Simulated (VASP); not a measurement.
Runs of VASP 6.6.1 on Pt3Pb. The structure is that of space group Pm-3m (No. 221), or close to it. The cells are those of the table. 

```csv
task,cell,gap on the mesh (eV),pressure (GPa)
single point,"a = 3.975 Å, 4 atoms",none,(a)
single point,"a = 4.031 Å, 4 atoms",none,2.2
single point,"a = 4.003 Å, 4 atoms",none,7.3
single point,"a = 4.044 Å, 4 atoms",none,-0.1
single point,"a = 4.111 Å, 4 atoms",none,(b)
electric field gradients,"a = 4.044 Å, 4 atoms",none,-0.1
electric field gradients,"a = 4.138 Å, 4 atoms",none,-12.5
single point,"a = 4.085 Å, 4 atoms",none,-6.2
```

Alike in all rows: level LDA; potentials or basis VASP PAW LDA potentials, release 64 (Pt, Pb_d); no spin polarisation; k mesh 9 × 9 × 9; cutoff (eV) 520; smearing fermi-dirac 0.03 eV.

Q: Fill in the values left out.

A: (a) 13.1; (b) -9.5.

Caveats: spin-orbit coupling is left out, which moves the levels of the heavy elements.

A k mesh can miss the band edges, and the runs leave out spin-orbit coupling on Pb, Pt.

A gap of «none» marks levels without a gap at the run's occupations.
